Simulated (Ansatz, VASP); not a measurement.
Two plane-wave programs on SnO2

File INCAR:

```
ALGO = Normal ; EDIFF = 1E-7
ENCUT = 520 ; GGA = PE
ISIF = 2 ; ISMEAR = 0
LASPH = T ; LCHARG = F
LREAL = F ; LWAVE = F
NBANDS = 20 ; NELM = 100
PREC = Accurate ; SIGMA = 0.05
```

The input KPOINTS:

```
k-points
0
Gamma
  12 12 12
```

The input POSCAR:

```
SnO2
1.0
    1.6167660720      0.9334403269      5.1805666667
   -1.6167660720      0.9334403269      5.1805666667
    0.0000000000     -1.8668806537      5.1805666667
Sn O
1 2
Direct
    0.5000000000      0.5000000000      0.5000000000
    0.2348826742      0.2348826742      0.2348826742
    0.7651173258      0.7651173258      0.7651173258
```

Input for Ansatz:

```yaml
crystal:
  lattice:
    - [1.616766072, 0.9334403269, 5.1805666667]
    - [-1.616766072, 0.9334403269, 5.1805666667]
    - [0.0, -1.8668806537, 5.1805666667]
  atoms:
    - { symbol: Sn, position: [0.5, 0.5, 0.5] }
    - { symbol: O, position: [0.2348826742, 0.2348826742, 0.2348826742] }
    - { symbol: O, position: [0.7651173258, 0.7651173258, 0.7651173258] }
basis:
  ecutwfc: 520.0
kpoints:
  mp_grid: { grid: [12, 12, 12] }
hamiltonian:
  xc: pbe
  pseudopotentials: { kind: paw, azcp: { folder: soft_1 } }
scf:
  occupations: { method: gaussian, width: 0.05 }
output:
  forces: true
  stress: true
  eigenvalues: true
```

Alike in both runs: task single point; functional PBE; k mesh 12 × 12 × 12; occupations gaussian, width 0.05 eV; no spin polarisation.

|  | VASP | Ansatz |
| --- | --- | --- |
| version | VASP 6.6.1 | Ansatz 0.2.0 |
| potentials or method | VASP PAW PBE potentials, release 64 (Sn_d, O), cutoff 520 eV | scalar-relativistic, plane waves, PAW |
| valence electrons in the cell | 26 | 26 |

|  | VASP | Ansatz | Ansatz less VASP |
| --- | --- | --- | --- |
| gap on the k mesh at the Fermi level (eV) | 2.02 | 2.05 | +0.023 |
| least direct gap on the mesh (eV) | 2.19 | 2.21 | +0.018 |
| pressure (GPa) | -3.4 | -3.9 | -0.51 |
| traceless stress, the component that is largest in VASP (GPa) | -1.35 | -1.06 | +0.290 |
| rms of the force components (eV/Å) | 0.289 | 0.315 | +0.0258 |

Atom by atom the forces differ by 0.026 eV/Å (rms over components).
